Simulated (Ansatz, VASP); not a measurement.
Ga3SbP2 in VASP and in Ansatz

```
CELL_PARAMETERS angstrom
-2.00660 2.00660 8.52472
2.00660 -2.00660 8.52472
2.00660 2.00660 -8.52472
ATOMIC_POSITIONS crystal
P 0.17273 0.17273 0.00000
P 0.82727 0.82727 0.00000
Ga 0.75000 0.25000 0.50000
Ga 0.40446 0.90446 0.50000
Ga 0.09554 0.59554 0.50000
Sb 0.50000 0.50000 0.00000
```

Alike in both runs: task single point; functional PBE; k mesh 10 × 10 × 10; occupations fermi-dirac, width 0.02 eV; no spin polarisation.

|  | VASP | Ansatz |
| --- | --- | --- |
| version | VASP 6.6.1 | Ansatz 0.2.0 |
| potentials or method | VASP PAW PBE potentials, release 64 (P, Ga_d, Sb) | plane waves, PAW |
| plane-wave cutoff (eV) | 520 | 420 |
| valence electrons in the cell | 54 | 64 |

```csv
,VASP,Ansatz,Ansatz less VASP
pressure (GPa),2.3,2.2,-0.04
rms of the force components (eV/Å),0.023,0.020,-0.0036
```

With one functional, cell and mesh, what is left measures potentials, basis and numerics. VASP's potentials hold 54 valence electrons a cell and Ansatz's 64, so a difference there can come from the potentials and not from the codes.

Neither program's run includes spin-orbit coupling.
